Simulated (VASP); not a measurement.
A run of VASP 6.6.1 is set up as follows.

INCAR

```
SYSTEM = Ta
PREC     = Accurate       ! precision mode
ENCUT    = 520            ! plane-wave cutoff, eV
EDIFF    = 1E-6           ! SCF threshold, eV
ISMEAR   = -1             ! smearing method
SIGMA    = 0.1            ! smearing width, eV
LREAL    = .False.        ! projectors in reciprocal space
LASPH    = .True.         ! aspherical terms in the spheres
NELM     = 80             ! most SCF steps
ALGO     = Normal         ! electronic algorithm
ISIF     = 2              ! what is computed and relaxed
LWAVE    = .False.        ! write WAVECAR
LCHARG   = .False.        ! write CHGCAR
GGA      = PE             ! functional
NBANDS   = 12             ! bands
```

File KPOINTS:

```
Automatic mesh
0
Gamma
  14 14 14
  0 0 0
```

Contents of POSCAR:

```
Ta
1.0
   -1.6289626696      1.6289626696      1.6289626696
    1.6289626696     -1.6289626696      1.6289626696
    1.6289626696      1.6289626696     -1.6289626696
Ta
1
Direct
    0.0000000000      0.0000000000      0.0000000000
```

Potentials or basis: VASP PAW PBE potentials, release 64 (Ta_pv).

Command:

```console
$ cat potpaw_PBE.64/Ta_pv/POTCAR > POTCAR
$ mpirun -np 1 vasp_std > vasp.out
```

What does it give for the pressure?

12.6 GPa.
